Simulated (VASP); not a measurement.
Wanted: the native input for a VASP 6.6.1 run.

```
Task                               : single point
Functional                         : HSE06
Potentials or basis                : VASP PAW PBE potentials, release 64 (S, Mg)
Cutoff                             : 520 eV
k mesh                             : 6 × 6 × 6
Occupations                        : fermi-dirac, width 0.05 eV
Spin                               : no spin polarisation
Dipole correction                  : no
Grid for exact exchange (PRECFOCK) : Normal
Further INCAR settings             : ALGO = Normal; EDIFF = 1e-06; NBANDS = 11
Share of exact exchange            : 0.25
Screening parameter                : 0.2079 1/Å
```

Crystal: MgS.

```
CELL_PARAMETERS angstrom
0.00000 2.77529 2.77529
2.77529 0.00000 2.77529
2.77529 2.77529 0.00000
ATOMIC_POSITIONS crystal
S 0.25000 0.25000 0.25000
Mg 0.00000 0.00000 0.00000
```

The input as run:

POSCAR

```
MgS
1.0
    0.0000000000      2.7752850422      2.7752850422
    2.7752850422      0.0000000000      2.7752850422
    2.7752850422      2.7752850422      0.0000000000
S Mg
1 1
Direct
    0.2500000000      0.2500000000      0.2500000000
    0.0000000000      0.0000000000      0.0000000000
```

INCAR.step1

```
SYSTEM = MgS
PREC = Accurate
ENCUT = 520
EDIFF = 1E-5
ISMEAR = -1
SIGMA = 0.05
LREAL = .FALSE.
LASPH = .TRUE.
NELM = 60
ALGO = Normal
ISIF = 2
LWAVE = .TRUE.
LCHARG = .FALSE.
GGA = PE
NBANDS = 11
```

INCAR.step2

```
SYSTEM = MgS
PREC = Accurate
ENCUT = 520
EDIFF = 1E-6
ISMEAR = -1
SIGMA = 0.05
LREAL = .FALSE.
LASPH = .TRUE.
NELM = 60
ALGO = Normal
ISIF = 2
LWAVE = .FALSE.
LCHARG = .FALSE.
GGA = PE
LHFCALC = .TRUE.
HFSCREEN = 0.2079
PRECFOCK = Normal
ISTART = 1
NBANDS = 11
```

KPOINTS

```
Automatic mesh
0
G
  6 6 6
  0 0 0
```

Potentials or basis: VASP PAW PBE potentials, release 64 (S, Mg).

Command:

```console
$ cat potpaw_PBE.64/S/POTCAR potpaw_PBE.64/Mg/POTCAR > POTCAR
$ cp INCAR.step1 INCAR
$ mpirun -np 1 vasp_std > vasp.out
$ cp INCAR.step2 INCAR
$ mpirun -np 1 vasp_std > vasp.out
```

It gave:

```json
{"Pressure": "3.9 GPa", "Band gap on the k mesh": "4.81 eV (least direct gap 4.84 eV)"}
```

Caveat: the cell stands under pressure; the PAW data sets were made with another functional, which shifts forces and pressure a little.

Run time: 15 min on 1 thread of Intel Xeon 8259CL, with other jobs on the host, peak memory 0.3 GiB.
